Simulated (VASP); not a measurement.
A run of VASP 6.6.1 is set up as follows.

File INCAR:

```
ALGO     = Normal         # electronic algorithm
EDIFF    = 1E-6           # SCF threshold, eV
ENCUT    = 500            # plane-wave cutoff, eV
GGA      = PE             # functional
GGA_COMPAT= False        
ISIF     = 2              # what is computed and relaxed
ISMEAR   = 0              # smearing method
LASPH    = True           # aspherical terms in the spheres
LCHARG   = False          # write CHGCAR
LREAL    = False          # projectors in reciprocal space
LWAVE    = False          # write WAVECAR
NBANDS   = 14             # bands
NELM     = 120            # most SCF steps
PREC     = Accurate       # precision mode
SIGMA    = 0.1            # smearing width, eV
```

KPOINTS

```
k-points
0
Gamma
  1 1 1
```

Contents of POSCAR:

```
NaCl
1.0
    3.5021900000      0.0000000000      0.0000000000
    0.0000000000      3.5021900000      0.0000000000
    0.0000000000      0.0000000000      3.5021900000
Na Cl
1 1
Direct
    0.0000000000      0.0000000000      0.0000000000
    0.5000000000      0.5000000000      0.5000000000
```

Potentials or basis: VASP PAW PBE potentials, release 64 (Na_pv, Cl).

The run is started by

```bash
$ cat potpaw_PBE.64/Na_pv/POTCAR potpaw_PBE.64/Cl/POTCAR > POTCAR
$ mpirun -np 1 vasp_gam > vasp.out
```

Task: Predict the band gap on the k mesh.

Result: 3.88 eV.

Task: Estimate the pressure.

Result: 22.2 GPa.

Caveat: the k points lie up to 1.79 Å⁻¹ apart. A k mesh can miss the band edges.
